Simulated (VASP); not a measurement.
# GdO (F-43m) in VASP: notebook

Aim: see how the results for GdO move with the level of theory and the settings. Levels: PBE, PBEsol, PBEsol-based screened hybrid with 25 % exact exchange, r2SCANh. Tasks: single point, relaxation of cell and atoms.

Program: VASP 6.6.1. These are calculated values, not measurements. Logs are shortened: lines on timing, memory, paths and dates and some standing lists are left out, and cuts for length are marked.

**1. The cell of the first run**

It takes space group F-43m (No. 216, cubic). Conventional cell: a = 5.400 Å, b = 5.400 Å, c = 5.400 Å, α = 90.00°, β = 90.00°, γ = 90.00°. Gd (site symmetry -43m) has 4 O at 2.34 Å within 3.1 Å. Within 3.1 Å of O (site symmetry -43m) lie 4 Gd at 2.34 Å.

**2. Single point, PBE**

Input file INCAR:

```
SYSTEM = GdO
PREC = Accurate
ENCUT = 800
EDIFF = 1E-6
ISMEAR = -1
SIGMA = 0.05
LREAL = .FALSE.
LASPH = .TRUE.
NELM = 300
ALGO = All
ISIF = 2
LWAVE = .FALSE.
LCHARG = .FALSE.
GGA = PE
NBANDS = 19
GGA_COMPAT = .FALSE.
LMAXMIX = 6
ISEARCH = 1
KPAR = 4
```

Input file KPOINTS:

```
Automatic mesh
0
G
  9 9 9
  0 0 0
```

Input file POSCAR:

```
GdO
1.0
    0.0000000000      2.7000000000      2.7000000000
    2.7000000000      0.0000000000      2.7000000000
    2.7000000000      2.7000000000      0.0000000000
Gd O
1 1
Direct
    0.0000000000      0.0000000000      0.0000000000
    0.2500000000      0.2500000000      0.2500000000
```

Potentials or basis: VASP PAW PBE potentials, release 64 (Gd, O).

The run is started by

```console
$ cat potpaw_PBE.64/Gd/POTCAR potpaw_PBE.64/O/POTCAR > POTCAR
$ mpirun -np 4 vasp_std > vasp.out
```

OUTCAR:

```text
SYSTEM = GdO
   PREC = Accurate
   ENCUT = 800
   EDIFF = 1E-6
   ISMEAR = -1
   LREAL = .FALSE.
   LASPH = .TRUE.
   NELM = 300
   ISIF = 2
   GGA = PE

 ion  position               nearest neighbor table
   1  0.000  0.000  0.000-   2 2.34   2 2.34   2 2.34   2 2.34
   2  0.250  0.250  0.250-   1 2.34   1 2.34   1 2.34   1 2.34

  LATTYP: Found a face centered cubic cell.
 ALAT       =     5.4000000000

  Lattice vectors:

 A1 = (   0.0000000000,   2.7000000000,   2.7000000000)
 A2 = (   2.7000000000,   0.0000000000,   2.7000000000)
 A3 = (   2.7000000000,   2.7000000000,   0.0000000000)

Analysis of symmetry for initial positions (statically):
=====================================================================
 Subroutine PRICEL returns:
 Original cell was already a primitive cell.

 Routine SETGRP: Setting up the symmetry group for a
 face centered cubic supercell.

 Subroutine GETGRP returns: Found 24 space group operations
 (whereof 24 operations were pure point group operations)
 out of a pool of 48 trial point group operations.

The static configuration has the point symmetry T_d .

Analysis of symmetry for dynamics (positions and initial velocities):
=====================================================================
 Subroutine PRICEL returns:
 Original cell was already a primitive cell.

 Routine SETGRP: Setting up the symmetry group for a
 face centered cubic supercell.

 Subroutine GETGRP returns: Found 24 space group operations
 (whereof 24 operations were pure point group operations)
 out of a pool of 48 trial point group operations.

The dynamic configuration has the point symmetry T_d .

 Subroutine INISYM returns: Found 24 space group operations
 (whereof 24 operations are pure point group operations),
 and found     1 'primitive' translations

----------------------------------------------------------------------------------------

                                     Primitive cell

  volume of cell :      39.3660

  direct lattice vectors                    reciprocal lattice vectors
     0.000000000  2.700000000  2.700000000    -0.185185185  0.185185185  0.185185185
     2.700000000  0.000000000  2.700000000     0.185185185 -0.185185185  0.185185185
     2.700000000  2.700000000  0.000000000     0.185185185  0.185185185 -0.185185185

  length of vectors
     3.818376618  3.818376618  3.818376618     0.320750150  0.320750150  0.320750150

  position of ions in fractional coordinates (direct lattice)
     0.000000000  0.000000000  0.000000000
     0.250000000  0.250000000  0.250000000

  ion indices of the primitive-cell ions
   primitive index   ion index
                 1           1
                 2           2

----------------------------------------------------------------------------------------

 KPOINTS: Automatic mesh

Automatic generation of k-mesh.
 Grid dimensions read from file:
 generate k-points for:    9    9    9

 Generating k-lattice:

  Cartesian coordinates                     Fractional coordinates (reciprocal lattice)
    -0.020576132  0.020576132  0.020576132     0.111111111  0.000000000  0.000000000
     0.020576132 -0.020576132  0.020576132     0.000000000  0.111111111  0.000000000
     0.020576132  0.020576132 -0.020576132     0.000000000  0.000000000  0.111111111

  Length of vectors
     0.035638906  0.035638906  0.035638906

  Shift w.r.t. Gamma in fractional coordinates (k-lattice)
     0.000000000  0.000000000  0.000000000

 Subroutine IBZKPT returns following result:
 ===========================================

 Found     35 irreducible k-points:

 Following reciprocal coordinates:
            Coordinates               Weight
  0.000000  0.000000  0.000000      1.000000
  0.111111  0.000000  0.000000      8.000000
  0.222222  0.000000  0.000000      8.000000
  0.333333  0.000000  0.000000      8.000000
  0.444444  0.000000  0.000000      8.000000
  0.111111  0.111111  0.000000      6.000000
[... 16 lines left out ...]
 -0.333333  0.333333  0.000000     12.000000
  0.444444  0.444444  0.000000      6.000000
 [... further k-points ...]
   k-points           NKPTS =     35   k-points in BZ     NKDIM =     35   number of bands    NBANDS=     19
   number of dos      NEDOS =    301   number of ions     NIONS =      2
   total plane-waves  NPLWV =  46656
   dimension x,y,z NGX =    36 NGY =   36 NGZ =   36
   dimension x,y,z NGXF=    72 NGYF=   72 NGZF=   72
   ions per type =               1   1
   NGX,Y,Z   is equivalent  to a cutoff of  15.67, 15.67, 15.67 a.u.
   NGXF,Y,Z  is equivalent  to a cutoff of  31.35, 31.35, 31.35 a.u.
 SYSTEM =  GdO
   PREC   = accura    normal or accurate (medium, high low for compatibility)
   ISTART =      0    job   : 0-new  1-cont  2-samecut
   ICHARG =      2    charge: 1-file 2-atom 10-const
   ISPIN  =      1    spin polarized calculation?
   LNONCOLLINEAR =      F non collinear calculations
   LSORBIT =      F    spin-orbit coupling
   LASPH  =      T    aspherical Exc in radial PAW
   ENCUT  =  800.0 eV  58.80 Ry    7.67 a.u.   8.81  8.81  8.81*2*pi/ulx,y,z
   NELM   =    300;   NELMIN=  2; NELMDL= -5     # of ELM steps
   EDIFF  = 0.1E-05   stopping-criterion for ELM
   LREAL  =      F    real-space projection
   EDIFFG = 0.1E-04   stopping-criterion for IOM
   NSW    =      0    number of steps for IOM
   IBRION =     -1    ionic relax: 0-MD 1-quasi-New 2-CG
   NFREE  =      0    steps in history (QN), initial steepest desc. (CG)
   ISIF   =      2    stress and relaxation
   ISYM   =      2    0-nonsym 1-usesym 2-fastsym
   POTIM  = 0.5000    time-step for ionic-motion
   TEBEG  =    0.0;   TEEND  =   0.0 temperature during run
   PSTRESS=    0.0 pullay stress
   NELECT =      24.0000    total number of electrons
   NUPDOWN=      -1.0000    fix difference up-down
   EMIN   =  10.00;   EMAX   =-10.00  energy-range for DOS
   EFERMI =   0.00;   METHOD = LEGACY
   ISMEAR =    -1;   SIGMA  =   0.05  broadening in eV -4-tet -1-fermi 0-gaus
   EFERMI_NEDOS =   21; number of points for ismear=-14 and -15
   IALGO  =     58    algorithm
   IMIX   =      4    mixing-type and parameters
     AMIX     =   0.40;   BMIX     =  1.00
     AMIX_MAG =   1.60;   BMIX_MAG =  1.00
  volume/ion in A,a.u.               =      19.68       132.83
  Fermi-wavevector in a.u.,A,eV,Ry     =   1.388156  2.623234 26.218100  1.926976
  Thomas-Fermi vector in A             =   2.512309
   LORBIT       =      0    0 simple, 1 ext, 2 COOP (PROOUT), +10 PAW based schemes
   GGA     = PE    functional components
   LHFCALC =     F    Hartree Fock is set to
   AEXX    =    0.0000 exact exchange contribution
   IVDW    =     0    specifies the selected vdW correction
   LEPSILON=     F    determine dielectric tensor
   LRPA    =     F    only Hartree local field effects (RPA)
 non-spin polarized calculation
  energy-cutoff  :      800.00
  volume of cell :       39.37
 maximum number of plane-waves:      2085
   NGX = 17   NGY = 17   NGZ = 17

 number of electron      23.9999996 magnetization

 Free energy of the ion-electron system (eV)
  ---------------------------------------------------
  ext. energy  EPLUGINS =         0.00000000
  ---------------------------------------------------
  free energy    TOTEN  =       -15.02424267 eV

  energy without entropy =      -14.75091650  energy(sigma->0) =      -14.88757958

 E-fermi :   3.4901     XC(G=0): -10.0375

 val. band max:        3.4872125135   @ k =  -0.4444   0.1111   0.0000
 cond. band min:       3.4944921136   @ k =  -0.4444   0.1111   0.0000
 fundamental gap:      0.0072796002
 Fermi energy:         3.4901353683

 k-point     1 :       0.0000    0.0000    0.0000
  band No.  band energies     occupation
      1     -38.7679      2.00000
      2     -16.6270      2.00000
      3     -16.6270      2.00000
      4     -16.6270      2.00000
      5     -15.4447      2.00000
      6      -1.5989      2.00000
[... 11 lines left out ...]
     18       7.6510      0.00000
     19       9.4930      0.00000

 k-point     2 :       0.1111    0.0000    0.0000
  band No.  band energies     occupation
      1     -38.7622      2.00000
      2     -16.9296      2.00000
      3     -16.6386      2.00000
      4     -16.6386      2.00000
      5     -15.1635      2.00000
      6      -1.6678      2.00000
[... 11 lines left out ...]
     18       7.4204      0.00000
     19       9.2761      0.00000

 k-point     3 :       0.2222    0.0000    0.0000
  band No.  band energies     occupation
      1     -38.7476      2.00000
      2     -17.4313      2.00000
      3     -16.6678      2.00000
      4     -16.6678      2.00000
      5     -14.7231      2.00000
      6      -1.6882      2.00000
[... 11 lines left out ...]
     18       7.1478      0.00000
     19       8.6263      0.00000

 k-point     4 :       0.3333    0.0000    0.0000
  band No.  band energies     occupation
      1     -38.7309      2.00000
      2     -17.8409      2.00000
      3     -16.7006      2.00000
      4     -16.7006      2.00000
      5     -14.3957      2.00000
      6      -1.5085      2.00000
[... 11 lines left out ...]
     18       7.1628      0.00000
     19       8.0661      0.00000

 k-point     5 :       0.4444    0.0000    0.0000
  band No.  band energies     occupation
      1     -38.7200      2.00000
      2     -18.0642      2.00000
      3     -16.7218      2.00000
      4     -16.7218      2.00000
      5     -14.2330      2.00000
      6      -1.2820      2.00000
[... 11 lines left out ...]
     18       7.3625      0.00000
     19       7.7026      0.00000
[... 334 lines left out ...]
      2     -18.1206      2.00000
      3     -16.8844      2.00000
      4     -16.8404      2.00000
      5     -13.9626      2.00000
      6      -2.0521      2.00000
[... 11 lines left out ...]
     18       8.8940      0.00000
     19      10.3753      0.00000

 k-point    22 :      -0.4444    0.3333    0.0000
  band No.  band energies     occupation
      1     -38.7046      2.00000
      2     -18.1643      2.00000
      3     -16.9888      2.00000
      4     -16.8320      2.00000
      5     -13.8656      2.00000
      6      -1.8077      2.00000
[... 11 lines left out ...]
     18       8.1568      0.00000
     19      10.0832      0.00000

 k-point    23 :      -0.3333    0.3333    0.0000
  band No.  band energies     occupation
      1     -38.7063      2.00000
      2     -18.1219      2.00000
      3     -17.0419      2.00000
      4     -16.7953      2.00000
      5     -13.8779      2.00000
      6      -1.5348      2.00000
[... 11 lines left out ...]
     18       7.4246      0.00000
     19      10.0577      0.00000

 k-point    24 :       0.4444    0.4444    0.0000
  band No.  band energies     occupation
      1     -38.7042      2.00000
      2     -18.2138      2.00000
      3     -16.8706      2.00000
      4     -16.8706      2.00000
      5     -13.9005      2.00000
      6      -2.1559      2.00000
[... 11 lines left out ...]
     18       9.3856      0.00000
     19       9.9236      0.00000

 [... further k-points ...]

------------------------ aborting loop because EDIFF is reached ----------------------------------------

  FORCE on cell =-STRESS in cart. coord.  units (eV):
  Direction    XX          YY          ZZ          XY          YZ          ZX
  --------------------------------------------------------------------------------------
  -------------------------------------------------------------------------------------
  Total       -1.0770350     -1.0770350     -1.0770350      0.0000000     -0.0000000      0.0000000
  in kB      -43.8348075    -43.8348075    -43.8348075      0.0000000     -0.0000000      0.0000000
  external PRESSURE =     -43.8348075 kB  Pullay stress =       0.0000000 kB

 VOLUME and BASIS-vectors are now :
 -----------------------------------------------------------------------------
  energy-cutoff  :      800.00
  volume of cell :       39.37
      direct lattice vectors                 reciprocal lattice vectors
     0.000000000  2.700000000  2.700000000    -0.185185185  0.185185185  0.185185185
     2.700000000  0.000000000  2.700000000     0.185185185 -0.185185185  0.185185185
     2.700000000  2.700000000  0.000000000     0.185185185  0.185185185 -0.185185185

 POSITION                                       TOTAL-FORCE (eV/Angst)
 -----------------------------------------------------------------------------------
      0.00000      0.00000      0.00000        -0.000000     -0.000000     -0.000000
      1.35000      1.35000      1.35000         0.000000      0.000000      0.000000
 -----------------------------------------------------------------------------------
    total drift:                               -0.000000     -0.000000     -0.000000

  FREE ENERGIE OF THE ION-ELECTRON SYSTEM (eV)
  ---------------------------------------------------
  free  energy   TOTEN  =       -15.0242426658 eV

  energy  without entropy=      -14.7508470864  energy(sigma->0) =      -14.88754488
```

It took 47 s on 4 MPI ranks of AMD EPYC 9R45 (Zen 5), shared host; peak memory 0.26 GiB.

Results:

| Property | Result |
| --- | --- |
| Free energy | -15.0242 eV |
| Pressure | -4.4 GPa |
| Band gap on the k mesh | zero (bands 12 and 13 overlap by 0.04 eV) |

Caveat: the cell stands under tension; spin-orbit coupling is left out, which moves the levels of the heavy elements; the run has no spin polarisation, though such a crystal can be magnetic; semilocal functionals describe open f shells poorly, which spoils levels, moments and volumes. With open d or f shells a metallic result of PBE can be an artefact of self-interaction; +U or a hybrid may open a gap.

**3. Relaxation of cell and atoms, PBEsol, collinear spin, ferromagnetic start, target pressure 30 GPa, at which the enthalpy is minimised**

Input file INCAR:

```
SYSTEM = GdO
PREC     = Accurate       ! precision mode
ENCUT    = 800            ! plane-wave cutoff, eV
EDIFF    = 1E-7           ! SCF threshold, eV
ISMEAR   = -1             ! smearing method
SIGMA    = 0.05           ! smearing width, eV
LREAL    = .False.        ! projectors in reciprocal space
LASPH    = .True.         ! aspherical terms in the spheres
NELM     = 300            ! most SCF steps
ALGO     = All            ! electronic algorithm
ISIF     = 3              ! what is computed and relaxed
LWAVE    = .False.        ! write WAVECAR
LCHARG   = .False.        ! write CHGCAR
ISPIN    = 2              ! spin polarisation
MAGMOM   = 7 0            ! initial moments
LORBIT   = 11             ! projections on sites
LMAXMIX  = 6              ! l up to which the mixer works
GGA      = PS             ! functional
IBRION   = 2              ! ionic algorithm
NSW      = 60             ! ionic steps
EDIFFG   = -0.01          ! ionic threshold
PSTRESS  = 300.0        
GGA_COMPAT= .False.      
NELMIN   = 4            
ISEARCH  = 1            
KPAR     = 4
```

Input file KPOINTS:

```
regular mesh
0
Gamma
  9 9 9
  0 0 0
```

POSCAR is that of step 2.

Potentials or basis: VASP PAW PBE potentials, release 64 (Gd, O).

The run is started by

```console
$ cat potpaw_PBE.64/Gd/POTCAR potpaw_PBE.64/O/POTCAR > POTCAR
$ mpirun -np 4 vasp_std > vasp.out
```

Wall time 27 min (4 MPI ranks of Intel Xeon Platinum 8488C (Sapphire Rapids), shared host); peak memory 0.43 GiB.

Results (log left out):

* Free energy: -22.2346 eV
* Relaxed volume: 15.44 Å³/atom
* Relaxed cell: a = 3.521 Å, b = 3.521 Å, c = 3.521 Å, α = 60.00°, β = 60.00°, γ = 60.00°
* Space group after relaxing (to 0.1 Å): F-43m (No. 216)
* Energy change on relaxing (the run minimises the enthalpy): +234.7 meV/atom
* Ionic steps: 5
* Pressure after relaxing: 30.0 GPa
* Band gap on the k mesh: zero (filled and empty bands overlap)
* Net moment: -6.03 μB per cell
* Site moments: Gd -6.38; O +0.04 μB
* Valence electrons inside the program's atomic spheres: Gd 15.46; O 5.09

The path:
| step | energy change (eV) | largest force (eV/Å) | pressure (GPa) | volume (Å³) |
| --- | --- | --- | --- | --- |
| 1 | 0.0000 | 0.0000 | -4.38 | 39.37 |
| 2 | 7.2454 | 0.0000 | 216.19 | 19.87 |
| 3 | 0.2865 | 0.0000 | 22.83 | 31.98 |
| 4 | 0.4155 | 0.0000 | 27.99 | 31.17 |
| 5 | 0.4694 | 0.0000 | 30.02 | 30.87 |

Final structure:
```
Gd O
1.0
     0.00000    2.48987    2.48987
     2.48987    0.00000    2.48987
     2.48987    2.48987    0.00000
Gd O
1 1
Direct
  0.00000 0.00000 0.00000
  0.25000 0.25000 0.25000
```

Levels at points of the mesh, in eV from the Fermi level:
Spin up:
```
           k point  band 6  band 7  band 8  band 9  band 10  band 11  band 12  band 13
(0.00, 0.00, 0.00)   -6.91   -6.91   -6.91   -2.36     1.14     1.14     1.14     1.56
```
Spin down:
```
           k point  band 12  band 13  band 14  band 15  band 16  band 17  band 18  band 19
(0.00, 0.00, 0.00)    -3.56    -3.53    -3.53    -3.53    -0.62     3.42     3.42     6.43
```

Caveat: the cell is relaxed towards a set pressure, so the run minimises the enthalpy, not the energy; the volume moved by over 15 % at a fixed basis, so the end points are rough; the PAW data sets were made with another functional, which shifts forces and pressure a little; spin-orbit coupling is left out, which moves the levels of the heavy elements; a cell with one magnetic atom can't hold antiferromagnetic order, which such compounds often take; semilocal functionals describe open f shells poorly, which spoils levels, moments and volumes. With open d or f shells a metallic result of PBEsol can be an artefact of self-interaction; +U or a hybrid may open a gap.

**4. Single point, PBEsol-based screened hybrid with 25 % exact exchange, collinear spin, ferromagnetic start**

POSCAR is that of step 3.

Input file INCAR.step1:

```
PREC = Accurate
ENCUT = 520
EDIFF = 1E-5
ISMEAR = -1
SIGMA = 0.05
LREAL = False
LASPH = True
NELM = 150
ALGO = Normal
ISIF = 2
LWAVE = True
LCHARG = False
ISPIN = 2
MAGMOM = 7 0
LORBIT = 11
LMAXMIX = 6
GGA = PE
NBANDS = 23
KPAR = 4
```

Input file INCAR.step2:

```
PREC = Accurate
ENCUT = 520
EDIFF = 1E-7
ISMEAR = -1
SIGMA = 0.05
LREAL = False
LASPH = True
NELM = 150
ALGO = Normal
ISIF = 2
LWAVE = False
LCHARG = False
ISPIN = 2
MAGMOM = 7 0
LORBIT = 11
LMAXMIX = 6
GGA = PS
LHFCALC = True
AEXX = 0.25
HFSCREEN = 0.207
PRECFOCK = Normal
ISTART = 1
NBANDS = 23
KPAR = 4
```

Input file KPOINTS:

```
Automatic mesh
0
Gamma
  5 5 5
```

The run is started by

```console
$ cat potpaw_PBE.64/Gd/POTCAR potpaw_PBE.64/O/POTCAR > POTCAR
$ cp INCAR.step1 INCAR
$ mpirun -np 4 vasp_std > vasp.out
$ cp INCAR.step2 INCAR
$ mpirun -np 4 vasp_std > vasp.out
```

Wall time 43 min (4 MPI ranks of Oxide Virtual Turin-like, shared host); peak memory 0.27 GiB.

The run converged. Its results:

- Free energy: -36.6688 eV
- Pressure: -4.7 GPa
- Band gap on the k mesh: zero (filled and empty bands overlap)
- Net moment: 7.98 μB per cell
- Site moments: Gd +7.08; O +0.02 μB
- Valence electrons inside the program's atomic spheres: Gd 15.13; O 5.03

Levels at points of the mesh, in eV from the Fermi level:
Spin up:
```tsv
k point	band 12	band 13	band 14	band 15	band 16	band 17	band 18	band 19	band 20	band 21
(0.00, 0.00, 0.00)	-8.32	-6.55	-6.55	-6.55	-2.82	3.19	3.19	5.11	5.11	5.11
```
Spin down:
| k point | band 4 | band 5 | band 6 | band 7 | band 8 | band 9 | band 10 | band 11 | band 12 | band 13 |
| --- | --- | --- | --- | --- | --- | --- | --- | --- | --- | --- |
| (0.00, 0.00, 0.00) | -22.19 | -21.57 | -6.44 | -6.44 | -6.44 | -0.61 | 3.51 | 3.51 | 3.51 | 3.87 |

Caveat: the k points lie up to 0.40 Å⁻¹ apart, too coarse for converged energies and pressures of a metal; the PAW data sets were made with another functional, which shifts forces and pressure a little; spin-orbit coupling is left out, which moves the levels of the heavy elements; a cell with one magnetic atom can't hold antiferromagnetic order, which such compounds often take. The state reached can hang on the start; a lower one may exist.

(Continued in part 2 of 2.)

The gap in the log of VASP goes by the Fermi energy; the results here count the filled bands.